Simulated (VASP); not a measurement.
Here is a VASP 6.6.1 calculation.

Contents of INCAR:

```
SYSTEM = LiBr
PREC = Accurate
ENCUT = 650
EDIFF = 1E-8
ISMEAR = -1
SIGMA = 0.08
LREAL = .False.
LASPH = .True.
NELM = 120
ALGO = Normal
ISIF = 2
LWAVE = .False.
LCHARG = .False.
GGA = PE
LEFG = .True.
NBANDS = 12
GGA_COMPAT = .False.
```

KPOINTS

```
Automatic mesh
0
Gamma
  12 12 12
  0 0 0
```

File POSCAR:

```
LiBr
1.0
    0.0000000000      2.7343607990      2.7961140551
    2.7343607990      0.0000000000      2.7961140551
    2.7343607990      2.7343607990      0.0000000000
Li Br
1 1
Direct
    0.0000000000      0.0000000000      0.0000000000
    0.5000000000      0.5000000000      0.5000000000
```

Potentials or basis: VASP PAW PBE potentials, release 64 (Li_sv, Br).

The run is started by

```console
$ cat potpaw_PBE.64/Li_sv/POTCAR potpaw_PBE.64/Br/POTCAR > POTCAR
$ mpirun -np 1 vasp_std > vasp.out
```

Problem. Predict the band gap on the k mesh.

Solution. 4.89 eV.

Problem. Predict the pressure.

Solution. 0.0 GPa.

Electric field gradients, principal values (V/Å²):
```csv
atom,least,middle,greatest (by size)
1 Li,-0.046,-0.053,0.099
2 Br,1.362,1.362,-2.724
```

Caveat: without QUAD_EFG the Cq values of the log hold for a quadrupole moment of 1 mb, not for the nuclei. A k mesh can miss the band edges.
